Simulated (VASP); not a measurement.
A run of VASP 6.6.1 is set up as follows.

The input POSCAR:

```
Rb
1.0
    0.0000000000      3.7235109756      3.7235109756
    3.7235109756      0.0000000000      3.7235109756
    3.7235109756      3.7235109756      0.0000000000
Rb
1
Direct
    0.0000000000      0.0000000000      0.0000000000
```

File INCAR.step1:

```
SYSTEM = Rb
ALGO = Normal
EDIFF = 1E-5
ENCUT = 550
GGA = PE
GGA_COMPAT = .False.
ISMEAR = -1
LASPH = .True.
LCHARG = .False.
LREAL = .False.
LWAVE = .True.
NBANDS = 10
NELM = 120
PREC = Accurate
SIGMA = 0.1
```

The input INCAR.step2:

```
SYSTEM = Rb
ALGO = Normal
EDIFF = 1E-6
ENCUT = 550
GGA_COMPAT = .False.
ISIF = 2
ISMEAR = -1
ISTART = 1
LASPH = .True.
LCHARG = .False.
LMIXTAU = .True.
LREAL = .False.
LWAVE = .False.
METAGGA = R2SCAN
NBANDS = 10
NELM = 120
PREC = Accurate
SIGMA = 0.1
```

Contents of KPOINTS:

```
k-points
0
Gamma
  9 9 9
  0 0 0
```

Potentials or basis: VASP PAW PBE potentials, release 64 (Rb_sv).

The run is started by

```sh
$ cat potpaw_PBE.64/Rb_sv/POTCAR > POTCAR
$ cp INCAR.step1 INCAR
$ mpirun -np 1 vasp_std > vasp.out
$ cp INCAR.step2 INCAR
$ mpirun -np 1 vasp_std > vasp.out
```

**Question.** Predict the band gap on the k mesh.

**Answer.** Zero (an odd number of electrons rules out a gap without spin polarisation).

**Question.** Estimate the pressure.

**Answer.** -0.2 GPa.

Caveat: the PAW data sets were made with another functional, which shifts forces and pressure a little.
